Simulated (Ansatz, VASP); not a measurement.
## Two plane-wave programs on Ge3Pd

```
Pd Ge
1.0
     4.05747    0.00000    0.00000
     0.00000    4.05747    0.00000
     0.00000    0.00000    4.05747
Pd Ge
1 3
Direct
  0.00000 0.00000 0.00000
  0.50000 0.50000 0.00000
  0.50000 0.00000 0.50000
  0.00000 0.50000 0.50000
```

Alike in both runs: task single point; functional PBE; k mesh 7 × 7 × 7; occupations fermi-dirac, width 0.05 eV; no spin polarisation.

|  | VASP | Ansatz |
| --- | --- | --- |
| version | VASP 6.6.1 | Ansatz 0.2.0 |
| potentials or method | VASP PAW PBE potentials, release 64 (Pd, Ge_d) | Ansatz PAW |
| plane-wave cutoff (eV) | 520 | 420 |
| valence electrons in the cell | 52 | 60 |

Ansatz gave:

* gap on the k mesh at the Fermi level (eV): none
* pressure (GPa): 6.1

**Question.** What did VASP give for the same quantities?

**Answer.** gap on the k mesh at the Fermi level (eV): none; pressure (GPa): 6.3.

A gap of «none» marks a metal or a gap that the smearing closes. VASP's potentials hold 52 valence electrons a cell and Ansatz's 60, so a difference there can come from the potentials and not from the codes.
